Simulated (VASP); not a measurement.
# Be2S5 (P1) in VASP: single point with PBE

Aim: the single point of Be2S5 with PBE.

Everything below comes from runs of VASP 6.6.1. Logs are shortened: lines on timing, memory, paths and dates and some standing lists are left out, and cuts for length are marked.

### Step 1. The cell of the first run

The typed cell holds 14 atoms: a = 6.843 Å, b = 6.885 Å, c = 9.679 Å, α = 67.67°, β = 69.53°, γ = 59.79°.

### Step 2. Single point, PBE (volume scaled by 0.91, then relaxed in part)

File INCAR:

```
ALGO = Normal
EDIFF = 1E-6
ENCUT = 520
GGA = PE
ISIF = 2
ISMEAR = 0
LASPH = True
LCHARG = False
LREAL = False
LWAVE = False
NBANDS = 47
NELM = 100
PREC = Accurate
SIGMA = 0.02
```

File KPOINTS:

```
k-points
0
Gamma
  4 4 4
```

File POSCAR:

```
Be2S5
1.0
    6.8222023969      0.0414412416      0.5313573429
    3.4257676035      5.9696548120      0.1603874551
    2.6820388429      2.4606136610      8.9688174671
Be S
4 10
Direct
    1.0301501846      0.9223538097      0.0211957017
    0.5288499928      0.4257178915      0.0240735183
    0.5311979151      0.9227324345      0.0215694931
    1.0311455039      0.4309449805      0.0110962158
    0.8760876004      0.7752055141      0.9778089799
    0.3529488353      0.7436654931      0.0590031262
    0.8714809405      0.2663636204     -0.0033809834
    0.3598181938      0.2544284887      1.0320388218
    0.3863853846      0.6631495619      0.6281382143
    0.3300563029      0.9572247172      0.4460067339
    0.5288075824      0.0969405092      0.4594315385
    0.9208030010      0.5717401693      0.5658823496
    0.8649369871      0.8684136246      0.3852422681
    0.7206649086      0.4344525185      0.5518940224
```

Potentials or basis: VASP PAW PBE potentials, release 64 (Be, S).

The run is started by

```console
$ cat potpaw_PBE.64/Be/POTCAR potpaw_PBE.64/S/POTCAR > POTCAR
$ mpirun -np 1 vasp_std > vasp.out
```

OUTCAR:

```text
EDIFF = 1E-6
   ENCUT = 520
   GGA = PE
   ISIF = 2
   ISMEAR = 0
   LASPH = True
   LREAL = False
   NELM = 100
   PREC = Accurate

 ion  position               nearest neighbor table
   1  0.030  0.922  0.021-   7 2.00   6 2.00   5 2.01
   2  0.529  0.426  0.024-   7 1.99   8 1.99   6 2.00
   3  0.531  0.923  0.022-   5 2.00   8 2.00   6 2.00
   4  0.031  0.431  0.011-   8 1.99   7 1.99   5 1.99
   5  0.876  0.775  0.978-   4 1.99   3 2.00   1 2.01
   6  0.353  0.744  0.059-   2 2.00   3 2.00   1 2.00
   7  0.871  0.266  0.997-   2 1.99   4 1.99   1 2.00
   8  0.360  0.254  0.032-   4 1.99   2 1.99   3 2.00
   9  0.386  0.663  0.628-  10 2.08  14 2.08
  10  0.330  0.957  0.446-  11 2.08   9 2.08
  11  0.529  0.097  0.459-  10 2.08  13 2.08
  12  0.921  0.572  0.566-  14 2.08  13 2.08
  13  0.865  0.868  0.385-  11 2.08  12 2.08
  14  0.721  0.434  0.552-  12 2.08   9 2.08

  LATTYP: Found a triclinic cell.
 ALAT       =     6.8846486028
 B/A-ratio  =     0.9939489678
 C/A-ratio  =     1.3814474535
 COS(alpha) =     0.0082797363
 COS(beta)  =     0.3372539845
 COS(gamma) =     0.5031436924

  Lattice vectors:

 A1 = (   3.4257676035,   5.9696548120,   0.1603874551)
 A2 = (   6.8222023969,   0.0414412416,   0.5313573429)
 A3 = (   0.7437287606,   3.5090411510,  -8.8084300120)

Analysis of symmetry for initial positions (statically):
=====================================================================
 Subroutine PRICEL returns:
 Original cell was already a primitive cell.

 Routine SETGRP: Setting up the symmetry group for a
 triclinic supercell.

 Subroutine GETGRP returns: Found  1 space group operations
 (whereof  1 operations were pure point group operations)
 out of a pool of  2 trial point group operations.

The static configuration has the point symmetry C_1 .

Analysis of symmetry for dynamics (positions and initial velocities):
=====================================================================
 Subroutine PRICEL returns:
 Original cell was already a primitive cell.

 Routine SETGRP: Setting up the symmetry group for a
 triclinic supercell.

 Subroutine GETGRP returns: Found  1 space group operations
 (whereof  1 operations were pure point group operations)
 out of a pool of  2 trial point group operations.

The dynamic configuration has the point symmetry C_1 .

 Subroutine INISYM returns: Found  1 space group operations
 (whereof  1 operations are pure point group operations),
 and found     1 'primitive' translations

----------------------------------------------------------------------------------------

                                     Primitive cell

  volume of cell :     357.2895

  direct lattice vectors                    reciprocal lattice vectors
     6.822202397  0.041441242  0.531357343     0.148747970 -0.084790950 -0.021219081
     3.425767604  5.969654812  0.160387455     0.002619126  0.167264813 -0.046672673
     2.682038843  2.460613661  8.968817467    -0.008859407  0.002032276  0.113589180

  length of vectors
     6.842989372  6.884648603  9.679237506     0.172527427  0.173674166  0.113952276

  position of ions in fractional coordinates (direct lattice)
     0.030150185  0.922353810  0.021195702
     0.528849993  0.425717891  0.024073518
     0.531197915  0.922732434  0.021569493
     0.031145504  0.430944981  0.011096216
     0.876087600  0.775205514  0.977808980
     0.352948835  0.743665493  0.059003126
     0.871480940  0.266363620  0.996619017
     0.359818194  0.254428489  0.032038822
     0.386385385  0.663149562  0.628138214
     0.330056303  0.957224717  0.446006734
     0.528807582  0.096940509  0.459431538
     0.920803001  0.571740169  0.565882350
     0.864936987  0.868413625  0.385242268
     0.720664909  0.434452519  0.551894022

  ion indices of the primitive-cell ions
   primitive index   ion index
                 1           1
                 2           2
                 3           3
                 4           4
                 5           5
                 6           6
                 7           7
                 8           8
                 9           9
                10          10
                11          11
                12          12
                13          13
                14          14

----------------------------------------------------------------------------------------

 KPOINTS: k-points

Automatic generation of k-mesh.
 Grid dimensions read from file:
 generate k-points for:    4    4    4

 Generating k-lattice:

  Cartesian coordinates                     Fractional coordinates (reciprocal lattice)
     0.037186992 -0.021197737 -0.005304770     0.250000000  0.000000000  0.000000000
     0.000654781  0.041816203 -0.011668168     0.000000000  0.250000000  0.000000000
    -0.002214852  0.000508069  0.028397295    -0.000000000 -0.000000000  0.250000000

  Length of vectors
     0.043131857  0.043418541  0.028488069

  Shift w.r.t. Gamma in fractional coordinates (k-lattice)
     0.000000000  0.000000000  0.000000000

 Subroutine IBZKPT returns following result:
 ===========================================

 Found     36 irreducible k-points:

 Following reciprocal coordinates:
            Coordinates               Weight
  0.000000  0.000000  0.000000      1.000000
  0.250000 -0.000000 -0.000000      2.000000
  0.500000 -0.000000 -0.000000      1.000000
  0.000000  0.250000 -0.000000      2.000000
  0.250000  0.250000 -0.000000      2.000000
  0.500000  0.250000  0.000000      2.000000
[... 16 lines left out ...]
 -0.000000 -0.250000  0.250000      2.000000
  0.250000 -0.250000  0.250000      2.000000
 [... further k-points ...]
   k-points           NKPTS =     36   k-points in BZ     NKDIM =     36   number of bands    NBANDS=     47
   number of dos      NEDOS =    301   number of ions     NIONS =     14
   total plane-waves  NPLWV = 209952
   dimension x,y,z NGX =    54 NGY =   54 NGZ =   72
   dimension x,y,z NGXF=   108 NGYF=  108 NGZF=  144
   ions per type =               4  10
   NGX,Y,Z   is equivalent  to a cutoff of  13.12, 13.04, 12.37 a.u.
   NGXF,Y,Z  is equivalent  to a cutoff of  26.24, 26.08, 24.73 a.u.
 SYSTEM =  unknown system
   PREC   = accura    normal or accurate (medium, high low for compatibility)
   ISTART =      0    job   : 0-new  1-cont  2-samecut
   ICHARG =      2    charge: 1-file 2-atom 10-const
   ISPIN  =      1    spin polarized calculation?
   LNONCOLLINEAR =      F non collinear calculations
   LSORBIT =      F    spin-orbit coupling
   LASPH  =      T    aspherical Exc in radial PAW
   ENCUT  =  520.0 eV  38.22 Ry    6.18 a.u.  12.72 12.80 18.00*2*pi/ulx,y,z
   NELM   =    100;   NELMIN=  2; NELMDL= -5     # of ELM steps
   EDIFF  = 0.1E-05   stopping-criterion for ELM
   LREAL  =      F    real-space projection
   EDIFFG = 0.1E-04   stopping-criterion for IOM
   NSW    =      0    number of steps for IOM
   IBRION =     -1    ionic relax: 0-MD 1-quasi-New 2-CG
   NFREE  =      0    steps in history (QN), initial steepest desc. (CG)
   ISIF   =      2    stress and relaxation
   ISYM   =      2    0-nonsym 1-usesym 2-fastsym
   POTIM  = 0.5000    time-step for ionic-motion
   TEBEG  =    0.0;   TEEND  =   0.0 temperature during run
   PSTRESS=    0.0 pullay stress
   NELECT =      68.0000    total number of electrons
   NUPDOWN=      -1.0000    fix difference up-down
   EMIN   =  10.00;   EMAX   =-10.00  energy-range for DOS
   EFERMI =   0.00;   METHOD = LEGACY
   ISMEAR =     0;   SIGMA  =   0.02  broadening in eV -4-tet -1-fermi 0-gaus
   EFERMI_NEDOS =   21; number of points for ismear=-14 and -15
   IALGO  =     38    algorithm
   IMIX   =      4    mixing-type and parameters
     AMIX     =   0.40;   BMIX     =  1.00
     AMIX_MAG =   1.60;   BMIX_MAG =  1.00
  volume/ion in A,a.u.               =      25.52       172.22
  Fermi-wavevector in a.u.,A,eV,Ry     =   0.941682  1.779521 12.065176  0.886765
  Thomas-Fermi vector in A             =   2.069217
   LORBIT       =      0    0 simple, 1 ext, 2 COOP (PROOUT), +10 PAW based schemes
   GGA     = PE    functional components
   LHFCALC =     F    Hartree Fock is set to
   AEXX    =    0.0000 exact exchange contribution
   IVDW    =     0    specifies the selected vdW correction
   LEPSILON=     F    determine dielectric tensor
   LRPA    =     F    only Hartree local field effects (RPA)
 non-spin polarized calculation
 Gauss-broadening in eV      SIGMA  =   0.02
  energy-cutoff  :      520.00
  volume of cell :      357.29
 maximum number of plane-waves:      9643
 NGX is ok and might be reduce to    54
   NGX = 25   NGY = 25   NGZ = 35

 number of electron      67.9999998 magnetization

 Free energy of the ion-electron system (eV)
  ---------------------------------------------------
  ext. energy  EPLUGINS =         0.00000000
  ---------------------------------------------------
  free energy    TOTEN  =       -62.86150526 eV

  energy without entropy =      -62.86150526  energy(sigma->0) =      -62.86150526

 E-fermi :   0.6656     XC(G=0):  -7.4701

 val. band max:        0.5278567866   @ k =   0.0000   0.5000   0.5000
 cond. band min:       3.0390699002   @ k =  -0.0000   0.0000   0.5000
 fundamental gap:      2.5112131136
 Fermi energy:         0.6656277257

 k-point     1 :       0.0000    0.0000    0.0000
  band No.  band energies     occupation
      1     -15.5177      2.00000
      2     -13.8511      2.00000
      3     -13.8249      2.00000
      4     -11.9971      2.00000
      5     -10.9690      2.00000
      6     -10.9601      2.00000
[... 38 lines left out ...]
     45       5.7464      0.00000
     46       5.7781      0.00000

 k-point     2 :       0.2500   -0.0000   -0.0000
  band No.  band energies     occupation
      1     -15.4920      2.00000
      2     -13.8759      2.00000
      3     -13.8583      2.00000
      4     -11.8734      2.00000
      5     -11.1556      2.00000
      6     -10.9665      2.00000
[... 38 lines left out ...]
     45       6.0993      0.00000
     46       6.6506      0.00000

 k-point     3 :       0.5000   -0.0000   -0.0000
  band No.  band energies     occupation
      1     -15.4648      2.00000
      2     -13.9275      2.00000
      3     -13.8660      2.00000
      4     -11.5482      2.00000
      5     -11.5410      2.00000
      6     -10.9722      2.00000
[... 38 lines left out ...]
     45       6.4456      0.00000
     46       6.4857      0.00000

 k-point     4 :       0.0000    0.2500   -0.0000
  band No.  band energies     occupation
      1     -15.4961      2.00000
      2     -13.8868      2.00000
      3     -13.8411      2.00000
      4     -11.8733      2.00000
      5     -11.1422      2.00000
      6     -10.9789      2.00000
[... 920 lines left out ...]
     45       6.6457      0.00000
     46       6.7827      0.00000

 k-point    23 :      -0.0000   -0.2500    0.2500
  band No.  band energies     occupation
      1     -15.4959      2.00000
      2     -13.8874      2.00000
      3     -13.8411      2.00000
      4     -11.8729      2.00000
      5     -11.1416      2.00000
      6     -10.9840      2.00000
[... 38 lines left out ...]
     45       6.1901      0.00000
     46       6.5291      0.00000

 k-point    24 :       0.2500   -0.2500    0.2500
  band No.  band energies     occupation
      1     -15.4692      2.00000
      2     -13.9115      2.00000
      3     -13.8759      2.00000
      4     -11.6483      2.00000
      5     -11.2838      2.00000
      6     -11.2669      2.00000
[... 38 lines left out ...]
     45       6.5993      0.00000
     46       6.7533      0.00000

 [... further k-points ...]

 [bands above 46 left out]

------------------------ aborting loop because EDIFF is reached ----------------------------------------

  FORCE on cell =-STRESS in cart. coord.  units (eV):
  Direction    XX          YY          ZZ          XY          YZ          ZX
  --------------------------------------------------------------------------------------
  -------------------------------------------------------------------------------------
  Total       -0.1430529     -0.0671067      0.1219866      0.0018451      0.1220199      0.0623126
  in kB       -0.6414855     -0.3009234      0.5470191      0.0082739      0.5471682      0.2794257
  external PRESSURE =      -0.1317966 kB  Pullay stress =       0.0000000 kB

 VOLUME and BASIS-vectors are now :
 -----------------------------------------------------------------------------
  energy-cutoff  :      520.00
  volume of cell :      357.29
      direct lattice vectors                 reciprocal lattice vectors
     6.822202397  0.041441242  0.531357343     0.148747970 -0.084790950 -0.021219081
     3.425767604  5.969654812  0.160387455     0.002619126  0.167264813 -0.046672673
     2.682038843  2.460613661  8.968817467    -0.008859407  0.002032276  0.113589180

 POSITION                                       TOTAL-FORCE (eV/Angst)
 -----------------------------------------------------------------------------------
      3.42231      5.55954      0.35405        -0.000027     -0.001525      0.000143
      5.13090      2.62254      0.56520        -0.000504     -0.001829     -0.001636
      6.84286      5.58348      0.62370        -0.002644      0.000610      0.000489
      1.71856      2.60119      0.18519        -0.003721     -0.006132      0.001666
     11.25504      7.07003      9.35964         0.001965      0.001385     -0.005986
      5.11376      4.59924      0.83600         0.000705      0.003282      0.004473
      9.53089      4.07851      9.44428         0.007874      0.004350     -0.002122
      3.41229      1.61260      0.51935        -0.003924      0.000021      0.002127
      6.59249      5.52039      5.94533         0.077592     -0.009603     -0.106850
      6.72715      6.82543      4.32906         0.091649     -0.022785      0.088710
      5.17194      1.73110      4.41709        -0.033915     -0.122306     -0.032542
      9.75827      4.84367      5.65627        -0.090084      0.022243     -0.089212
      9.90899      6.16791      4.05404        -0.078986      0.007681      0.105209
      7.88506      3.98139      5.40245         0.034020      0.124607      0.035532
 -----------------------------------------------------------------------------------
    total drift:                                0.000103     -0.000182     -0.000133

  FREE ENERGIE OF THE ION-ELECTRON SYSTEM (eV)
  ---------------------------------------------------
  free  energy   TOTEN  =       -62.8615052646 eV

  energy  without entropy=      -62.8615052646  energy(sigma->0) =      -62.86150526
```

Wall time 16 min (1 thread of Intel Xeon Platinum 8259CL at 2.50GHz (Skylake/Cascade Lake), shared host); peak memory 0.72 GiB.

Results:

| Item | Value |
| --- | --- |
| Free energy | -62.8615 eV |
| Pressure | 0.0 GPa |
| Largest force | 0.134 eV/Å |
| Band gap on the k mesh | 2.51 eV, indirect (least direct gap 2.55 eV) |

Forces on the atoms (eV/Å):
```
Be   0.000 -0.002  0.000
Be  -0.001 -0.002 -0.002
Be  -0.003  0.001  0.000
Be  -0.004 -0.006  0.002
S    0.002  0.001 -0.006
S    0.001  0.003  0.004
S    0.008  0.004 -0.002
S   -0.004  0.000  0.002
S    0.078 -0.010 -0.107
S    0.092 -0.023  0.089
S   -0.034 -0.122 -0.033
S   -0.090  0.022 -0.089
S   -0.079  0.008  0.105
S    0.034  0.125  0.036
```
